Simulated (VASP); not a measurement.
Set up this calculation in VASP 6.6.1, as the native input.

```
Task                   : single point
Functional             : r2SCAN
Potentials or basis    : VASP PAW PBE potentials, release 64 (K_sv, Ta_sv_GW, O)
Cutoff                 : 660 eV
k mesh                 : 6 × 6 × 6
Occupations            : gaussian, width 0.01 eV
Spin                   : no spin polarisation
Dipole correction      : no
Second run             : valence_matched
Further INCAR settings : ALGO = Normal; EDIFF = 1e-06; NBANDS = 28
```

Crystal: KTaO3.

```
K Ta O
1.0
     3.87043    0.00000    0.00000
     0.00000    3.87043    0.00000
     0.00000    0.00000    3.87043
K Ta O
1 1 3
Direct
  0.00000 0.00000 0.00000
  0.50000 0.50000 0.50000
  0.50000 0.50000 0.00000
  0.50000 0.00000 0.50000
  0.00000 0.50000 0.50000
```

This cell differs from its parent crystal: strain -3.0%.

These files were run (other wordings do the same):

POSCAR

```
KTaO3
1.0
    3.8704271699      0.0000000000      0.0000000000
    0.0000000000      3.8704271699      0.0000000000
    0.0000000000      0.0000000000      3.8704271699
K Ta O
1 1 3
Direct
    0.0000000000      0.0000000000      0.0000000000
    0.5000000000      0.5000000000      0.5000000000
    0.5000000000      0.5000000000      0.0000000000
    0.5000000000      0.0000000000      0.5000000000
    0.0000000000      0.5000000000      0.5000000000
```

INCAR.step1

```
SYSTEM = KTaO3
PREC = Accurate
ENCUT = 660
ISMEAR = 0
SIGMA = 0.01
LREAL = .False.
LASPH = .True.
NELM = 120
NBANDS = 28
GGA = PE
ALGO = Normal
EDIFF = 1E-5
LWAVE = .True.
LCHARG = .False.
GGA_COMPAT = .False.
```

INCAR.step2

```
SYSTEM = KTaO3
PREC = Accurate
ENCUT = 660
EDIFF = 1E-6
ISMEAR = 0
SIGMA = 0.01
LREAL = .False.
LASPH = .True.
NELM = 120
ALGO = Normal
ISIF = 2
LWAVE = .False.
LCHARG = .True.
METAGGA = R2SCAN
LMIXTAU = .True.
LELF = .True.
LVHAR = .True.
NBANDS = 28
ISTART = 1
GGA_COMPAT = .False.
```

KPOINTS

```
Automatic mesh
0
Gamma
  6 6 6
  0 0 0
```

Potentials or basis: VASP PAW PBE potentials, release 64 (K_sv, Ta_sv_GW, O).

Run with:

```bash
$ cat potpaw_PBE.64/K_sv/POTCAR potpaw_PBE.64/Ta_sv_GW/POTCAR potpaw_PBE.64/O/POTCAR > POTCAR
$ cp INCAR.step1 INCAR
$ mpirun -np 1 vasp_std > vasp.out
$ cp INCAR.step2 INCAR
$ mpirun -np 1 vasp_std > vasp.out
```

Results of the run:

| Item | Value |
| --- | --- |
| Pressure | 23.8 GPa |
| Band gap on the k mesh | 2.84 eV, indirect (least direct gap 3.43 eV) |

Caveat: the cell differs from its parent crystal (strain -3.0%); the PAW data sets were made with another functional, which shifts forces and pressure a little; spin-orbit coupling is left out, which moves the levels of the heavy elements.

It took 99 s on 1 thread of AMD EPYC 9R45 96-Core Processor (Zen 5), on a shared host, peak memory 0.19 GiB.
